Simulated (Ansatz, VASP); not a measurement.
Two plane-wave programs on Si2Ge

```xyz
6
Lattice="3.6046 0.0000 0.0000 -1.8023 3.1217 0.0000 0.0000 0.0000 8.8295" Properties=species:S:1:pos:R:3 pbc="T T T"
Si    0.0000    0.0000    3.3110
Si    0.0000    2.0811    0.3679
Si    0.0000    0.0000    5.5184
Si    1.8023    1.0406    8.4616
Ge    1.8023    1.0406    6.2542
Ge    0.0000    2.0811    2.5753
```

Alike in both runs: task relaxation of cell and atoms; functional PBE; k mesh 6 × 6 × 2; occupations gaussian, width 0.1 eV; no spin polarisation.

```csv
,VASP,Ansatz
version,VASP 6.6.1,Ansatz 0.2.0
potentials or method,"VASP PAW PBE potentials, release 64 (Si, Ge_d), cutoff 600 eV","scalar-relativistic, plane waves, PAW"
valence electrons in the cell,44,44
```

|  | VASP | Ansatz | Ansatz less VASP |
| --- | --- | --- | --- |
| gap on the k mesh at the Fermi level, each at its own relaxed structure (eV) | 0.73 | 0.72 | -0.004 |
| relaxed volume (Å³/atom) | 21.34 | 21.33 | -0.010 |
| relaxed length of the cell vector where the two differ most in proportion (Å) | 9.592 | 9.588 | -0.0034 |

Noted on VASP's run: the volume moved by over 15 % at a fixed basis, so the end points are rough.
